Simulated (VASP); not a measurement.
The system is NiO.

```
Ni O
1.0
     0.00000    2.09131    2.09131
     2.09131    0.00000    2.09131
     4.18262    4.18262    0.00000
Ni O
2 2
Direct
  0.00000 0.00000 0.00000
  0.00000 0.00000 0.50000
  0.50000 0.50000 0.25000
  0.50000 0.50000 0.75000
```

Base run:

```yaml
Program: VASP 6.6.1
Functional: LDA
Potentials_or_basis: VASP PAW LDA potentials, release 64 (Ni, O)
Cutoff: 520 eV
k_mesh: 8 × 8 × 8
Occupations: gaussian, width 0.05 eV
Spin: collinear spin, ferromagnetic start
Starting_moments: "[1.66, 1.66, 0.26, 0.26] μB"
Hubbard_terms: Ni d U = 5.0 eV, J = 0.9 eV
```

Its results: pressure -14.4 GPa; site moments Ni +1.73; O +0.24 μB.

Question: The run is repeated on the same cell with these changes: moments at the start from [1.66, 1.66, 0.26, 0.26] to [1.7, 1.7, 0.21, 0.21]; fixed moment from none to 3.6 μB. What comes out?

Answer: Pressure -16.1 GPa; site moments Ni +1.61; O +0.17 μB.

Caveats: the total moment is fixed, so each spin has its own Fermi level (some runs).
